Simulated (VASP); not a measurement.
# Sb3Pb (Im-3m) in VASP: a series of runs

Sb3Pb is run at these levels: PBE; tasks: single point.

All numbers are computed with VASP 6.6.1; they aren't measurements. Logs are shortened: lines on timing, memory, paths and dates and some standing lists are left out, and cuts for length are marked.

## 1. The cell of the first run

The structure is cubic, space group Im-3m (No. 229). Conventional cell: a = 6.236 Å, b = 6.236 Å, c = 6.236 Å, α = 90.00°, β = 90.00°, γ = 90.00°. Within 4.1 Å of Sb (site symmetry 4/mmm) lie 4 Sb at 3.12 Å and 2 Pb at 3.12 Å. Pb (site symmetry m-3m) has 6 Sb at 3.12 Å within 4.1 Å.

## 2. Single point, PBE (volume scaled by 0.97)

INCAR reads:

```
PREC = Accurate
ENCUT = 520
EDIFF = 1E-7
ISMEAR = 0
SIGMA = 0.1
LREAL = False
LASPH = True
NELM = 60
ALGO = Normal
ISIF = 2
LWAVE = False
LCHARG = False
GGA = PE
NBANDS = 22
```

KPOINTS reads:

```
Automatic mesh
0
Gamma
  10 10 10
```

POSCAR reads:

```
Sb3Pb
1.0
   -3.1179747511      3.1179747511      3.1179747511
    3.1179747511     -3.1179747511      3.1179747511
    3.1179747511      3.1179747511     -3.1179747511
Sb Pb
3 1
Direct
    0.0000000000      0.5000000000      0.5000000000
    0.5000000000      0.0000000000      0.5000000000
    0.5000000000      0.5000000000      0.0000000000
    0.0000000000      0.0000000000      0.0000000000
```

Potentials or basis: VASP PAW PBE potentials, release 64 (Sb, Pb_d).

Launch:

```sh
$ cat potpaw_PBE.64/Sb/POTCAR potpaw_PBE.64/Pb_d/POTCAR > POTCAR
$ mpirun -np 1 vasp_std > vasp.out
```

OUTCAR:

```text
PREC = Accurate
   ENCUT = 520
   EDIFF = 1E-7
   ISMEAR = 0
   LREAL = False
   LASPH = True
   NELM = 60
   ISIF = 2
   GGA = PE

 ion  position               nearest neighbor table
   1  0.000  0.500  0.500-   2 3.12   3 3.12   4 3.12   4 3.12   3 3.12   2 3.12
   2  0.500  0.000  0.500-   1 3.12   3 3.12   4 3.12   3 3.12   4 3.12   1 3.12
   3  0.500  0.500  0.000-   1 3.12   2 3.12   4 3.12   2 3.12   1 3.12   4 3.12
   4  0.000  0.000  0.000-   1 3.12   2 3.12   3 3.12   1 3.12   2 3.12   3 3.12

  LATTYP: Found a body centered cubic cell.
 ALAT       =     6.2359495022

  Lattice vectors:

 A1 = (  -3.1179747511,   3.1179747511,   3.1179747511)
 A2 = (   3.1179747511,  -3.1179747511,   3.1179747511)
 A3 = (   3.1179747511,   3.1179747511,  -3.1179747511)

Analysis of symmetry for initial positions (statically):
=====================================================================
 Subroutine PRICEL returns:
 Original cell was already a primitive cell.

 Routine SETGRP: Setting up the symmetry group for a
 body centered cubic supercell.

 Subroutine GETGRP returns: Found 48 space group operations
 (whereof 48 operations were pure point group operations)
 out of a pool of 48 trial point group operations.

The static configuration has the point symmetry O_h .

Analysis of symmetry for dynamics (positions and initial velocities):
=====================================================================
 Subroutine PRICEL returns:
 Original cell was already a primitive cell.

 Routine SETGRP: Setting up the symmetry group for a
 body centered cubic supercell.

 Subroutine GETGRP returns: Found 48 space group operations
 (whereof 48 operations were pure point group operations)
 out of a pool of 48 trial point group operations.

The dynamic configuration has the point symmetry O_h .

 Subroutine INISYM returns: Found 48 space group operations
 (whereof 48 operations are pure point group operations),
 and found     1 'primitive' translations

----------------------------------------------------------------------------------------

                                     Primitive cell

  volume of cell :     121.2489

  direct lattice vectors                    reciprocal lattice vectors
    -3.117974751  3.117974751  3.117974751     0.000000000  0.160360503  0.160360503
     3.117974751 -3.117974751  3.117974751     0.160360503  0.000000000  0.160360503
     3.117974751  3.117974751 -3.117974751     0.160360503  0.160360503  0.000000000

  length of vectors
     5.400490686  5.400490686  5.400490686     0.226783998  0.226783998  0.226783998

  position of ions in fractional coordinates (direct lattice)
     0.000000000  0.500000000  0.500000000
     0.500000000  0.000000000  0.500000000
     0.500000000  0.500000000  0.000000000
     0.000000000  0.000000000  0.000000000

  ion indices of the primitive-cell ions
   primitive index   ion index
                 1           1
                 2           2
                 3           3
                 4           4

----------------------------------------------------------------------------------------

 KPOINTS: Automatic mesh

Automatic generation of k-mesh.
 Grid dimensions read from file:
 generate k-points for:   10   10   10

 Generating k-lattice:

  Cartesian coordinates                     Fractional coordinates (reciprocal lattice)
     0.000000000  0.016036050  0.016036050     0.100000000  0.000000000  0.000000000
     0.016036050  0.000000000  0.016036050     0.000000000  0.100000000  0.000000000
     0.016036050  0.016036050  0.000000000     0.000000000  0.000000000  0.100000000

  Length of vectors
     0.022678400  0.022678400  0.022678400

  Shift w.r.t. Gamma in fractional coordinates (k-lattice)
     0.000000000  0.000000000  0.000000000

 Subroutine IBZKPT returns following result:
 ===========================================

 Found     47 irreducible k-points:

 Following reciprocal coordinates:
            Coordinates               Weight
  0.000000  0.000000  0.000000      1.000000
  0.100000  0.000000  0.000000     12.000000
  0.200000  0.000000  0.000000     12.000000
  0.300000  0.000000  0.000000     12.000000
  0.400000  0.000000  0.000000     12.000000
  0.500000  0.000000  0.000000      6.000000
[... 16 lines left out ...]
  0.300000  0.300000  0.100000      8.000000
 -0.300000  0.300000  0.100000     24.000000
 [... further k-points ...]
   k-points           NKPTS =     47   k-points in BZ     NKDIM =     47   number of bands    NBANDS=     22
   number of dos      NEDOS =    301   number of ions     NIONS =      4
   total plane-waves  NPLWV =  64000
   dimension x,y,z NGX =    40 NGY =   40 NGZ =   40
   dimension x,y,z NGXF=    80 NGYF=   80 NGZF=   80
   ions per type =               3   1
   NGX,Y,Z   is equivalent  to a cutoff of  12.31, 12.31, 12.31 a.u.
   NGXF,Y,Z  is equivalent  to a cutoff of  24.63, 24.63, 24.63 a.u.
 SYSTEM =  unknown system
   PREC   = accura    normal or accurate (medium, high low for compatibility)
   ISTART =      0    job   : 0-new  1-cont  2-samecut
   ICHARG =      2    charge: 1-file 2-atom 10-const
   ISPIN  =      1    spin polarized calculation?
   LNONCOLLINEAR =      F non collinear calculations
   LSORBIT =      F    spin-orbit coupling
   LASPH  =      T    aspherical Exc in radial PAW
   ENCUT  =  520.0 eV  38.22 Ry    6.18 a.u.  10.04 10.04 10.04*2*pi/ulx,y,z
   NELM   =     60;   NELMIN=  2; NELMDL= -5     # of ELM steps
   EDIFF  = 0.1E-06   stopping-criterion for ELM
   LREAL  =      F    real-space projection
   EDIFFG = 0.1E-05   stopping-criterion for IOM
   NSW    =      0    number of steps for IOM
   IBRION =     -1    ionic relax: 0-MD 1-quasi-New 2-CG
   NFREE  =      0    steps in history (QN), initial steepest desc. (CG)
   ISIF   =      2    stress and relaxation
   ISYM   =      2    0-nonsym 1-usesym 2-fastsym
   POTIM  = 0.5000    time-step for ionic-motion
   TEBEG  =    0.0;   TEEND  =   0.0 temperature during run
   PSTRESS=    0.0 pullay stress
   NELECT =      29.0000    total number of electrons
   NUPDOWN=      -1.0000    fix difference up-down
   EMIN   =  10.00;   EMAX   =-10.00  energy-range for DOS
   EFERMI =   0.00;   METHOD = LEGACY
   ISMEAR =     0;   SIGMA  =   0.10  broadening in eV -4-tet -1-fermi 0-gaus
   EFERMI_NEDOS =   21; number of points for ismear=-14 and -15
   IALGO  =     38    algorithm
   IMIX   =      4    mixing-type and parameters
     AMIX     =   0.40;   BMIX     =  1.00
     AMIX_MAG =   1.60;   BMIX_MAG =  1.00
  volume/ion in A,a.u.               =      30.31       204.56
  Fermi-wavevector in a.u.,A,eV,Ry     =   1.016206  1.920350 14.050380  1.032674
  Thomas-Fermi vector in A             =   2.149536
   LORBIT       =      0    0 simple, 1 ext, 2 COOP (PROOUT), +10 PAW based schemes
   GGA     = PE    functional components
   LHFCALC =     F    Hartree Fock is set to
   AEXX    =    0.0000 exact exchange contribution
   IVDW    =     0    specifies the selected vdW correction
   LEPSILON=     F    determine dielectric tensor
   LRPA    =     F    only Hartree local field effects (RPA)
 non-spin polarized calculation
 Gauss-broadening in eV      SIGMA  =   0.10
  energy-cutoff  :      520.00
  volume of cell :      121.25
 maximum number of plane-waves:      3319
   NGX = 21   NGY = 21   NGZ = 21

 number of electron      28.9999996 magnetization

 Free energy of the ion-electron system (eV)
  ---------------------------------------------------
  ext. energy  EPLUGINS =         0.00000000
  ---------------------------------------------------
  free energy    TOTEN  =       -15.71729419 eV

  energy without entropy =      -15.71000269  energy(sigma->0) =      -15.71364844

 E-fermi :   6.8792     XC(G=0):  -9.6797

 val. band max:        6.8735221820   @ k =   0.3000   0.2000   0.0000
 cond. band min:       6.9376827639   @ k =   0.4000   0.0000   0.0000
 fundamental gap:      0.0641605819
 Fermi energy:         6.8791896537

 k-point     1 :       0.0000    0.0000    0.0000
  band No.  band energies     occupation
      1     -10.0051      2.00000
      2     -10.0051      2.00000
      3      -9.9475      2.00000
      4      -9.9475      2.00000
      5      -9.9475      2.00000
      6      -5.2052      2.00000
[... 14 lines left out ...]
     21      10.6711      0.00000
     22      14.4656      0.00000

 k-point     2 :       0.1000    0.0000    0.0000
  band No.  band energies     occupation
      1     -10.0054      2.00000
      2     -10.0049      2.00000
      3      -9.9476      2.00000
      4      -9.9475      2.00000
      5      -9.9471      2.00000
      6      -5.1324      2.00000
[... 14 lines left out ...]
     21      10.7510      0.00000
     22      14.6366      0.00000

 k-point     3 :       0.2000    0.0000    0.0000
  band No.  band energies     occupation
      1     -10.0062      2.00000
      2     -10.0045      2.00000
      3      -9.9481      2.00000
      4      -9.9475      2.00000
      5      -9.9462      2.00000
      6      -4.9147      2.00000
[... 14 lines left out ...]
     21      10.9940      0.00000
     22      13.3858      0.00000
[... 476 lines left out ...]
 k-point    23 :       0.3000    0.3000    0.1000
  band No.  band energies     occupation
      1     -10.0042      2.00000
      2     -10.0042      2.00000
      3      -9.9491      2.00000
      4      -9.9467      2.00000
      5      -9.9467      2.00000
      6      -2.9047      2.00000
[... 14 lines left out ...]
     21       9.1301      0.00000
     22      14.2943      0.00000

 k-point    24 :      -0.3000    0.3000    0.1000
  band No.  band energies     occupation
      1     -10.0082      2.00000
      2     -10.0043      2.00000
      3      -9.9483      2.00000
      4      -9.9474      2.00000
      5      -9.9451      2.00000
      6      -4.4859      2.00000
[... 14 lines left out ...]
     21      11.7366      0.00000
     22      12.1108      0.00000

 [... further k-points ...]

------------------------ aborting loop because EDIFF is reached ----------------------------------------

  FORCE on cell =-STRESS in cart. coord.  units (eV):
  Direction    XX          YY          ZZ          XY          YZ          ZX
  --------------------------------------------------------------------------------------
  -------------------------------------------------------------------------------------
  Total        1.1662729      1.1662729      1.1662729     -0.0000000     -0.0000000      0.0000000
  in kB       15.4110767     15.4110767     15.4110767     -0.0000000     -0.0000000      0.0000000
  external PRESSURE =      15.4110767 kB  Pullay stress =       0.0000000 kB

 VOLUME and BASIS-vectors are now :
 -----------------------------------------------------------------------------
  energy-cutoff  :      520.00
  volume of cell :      121.25
      direct lattice vectors                 reciprocal lattice vectors
    -3.117974751  3.117974751  3.117974751     0.000000000  0.160360503  0.160360503
     3.117974751 -3.117974751  3.117974751     0.160360503  0.000000000  0.160360503
     3.117974751  3.117974751 -3.117974751     0.160360503  0.160360503  0.000000000

 POSITION                                       TOTAL-FORCE (eV/Angst)
 -----------------------------------------------------------------------------------
      3.11797      0.00000      0.00000         0.000000      0.000000      0.000000
      0.00000      3.11797      0.00000        -0.000000      0.000000     -0.000000
      0.00000      0.00000      3.11797         0.000000     -0.000000      0.000000
      0.00000      0.00000      0.00000         0.000000      0.000000     -0.000000
 -----------------------------------------------------------------------------------
    total drift:                               -0.000000      0.000000      0.000000

  FREE ENERGIE OF THE ION-ELECTRON SYSTEM (eV)
  ---------------------------------------------------
  free  energy   TOTEN  =       -15.7172941939 eV

  energy  without entropy=      -15.7100026935  energy(sigma->0) =      -15.71364844
```

Wall time 2.8 min (1 thread of Intel Xeon 8259CL, shared host); peak memory 0.31 GiB.

Results:

| Item | Value |
| --- | --- |
| Free energy | -15.7173 eV |
| Pressure | 1.5 GPa |

Levels at points of the mesh, in eV from the Fermi level:
```csv
k point,band 13,band 14,band 15,band 16,band 17,band 18
"(0.00, 0.00, 0.00)",-2.75,-2.75,-2.75,2.62,2.62,2.62
"(0.50, 0.00, 0.00)",-0.67,-0.57,-0.51,0.95,1.82,1.88
"(0.50, 0.50, 0.50)",-1.09,-1.09,-1.09,5.27,5.27,5.27
```

Caveat: spin-orbit coupling is left out, which moves the levels of the heavy elements.

(Part 1 of 2 ends here.)
